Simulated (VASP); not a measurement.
Input of a VASP 6.6.1 run:

INCAR

```
ALGO = Normal ; EDIFF = 1E-6
ENCUT = 500 ; GGA = CA
GGA_COMPAT = F ; ISIF = 2
ISMEAR = 0 ; LASPH = T
LCHARG = T ; LELF = T
LREAL = F ; LVHAR = T
LWAVE = F ; NBANDS = 16
NELM = 120 ; PREC = Accurate
SIGMA = 0.02
```

Contents of KPOINTS:

```
k-points
0
Gamma
  8 8 8
```

Contents of POSCAR:

```
AgI
1.0
   -2.2453025837      2.2453025837      3.1716346899
    2.2453025837     -2.2453025837      3.1716346899
    2.2453025837      2.2453025837     -3.1716346899
Ag I
1 1
Direct
    0.2500000000      0.7500000000      0.5000000000
    0.0000000000      0.0000000000      0.0000000000
```

Potentials or basis: VASP PAW LDA potentials, release 64 (Ag, I).

Command:

```console
$ cat potpaw_LDA.64/Ag/POTCAR potpaw_LDA.64/I/POTCAR > POTCAR
$ mpirun -np 1 vasp_std > vasp.out
```

Problem. Estimate the pressure.

Solution. 0.0 GPa.

Problem. Predict the band gap on the k mesh.

Solution. 1.09 eV, direct.

Caveat: spin-orbit coupling is left out, which moves the levels of the heavy elements. Expect the measured gap to be larger: semilocal functionals such as LDA lack the derivative discontinuity.
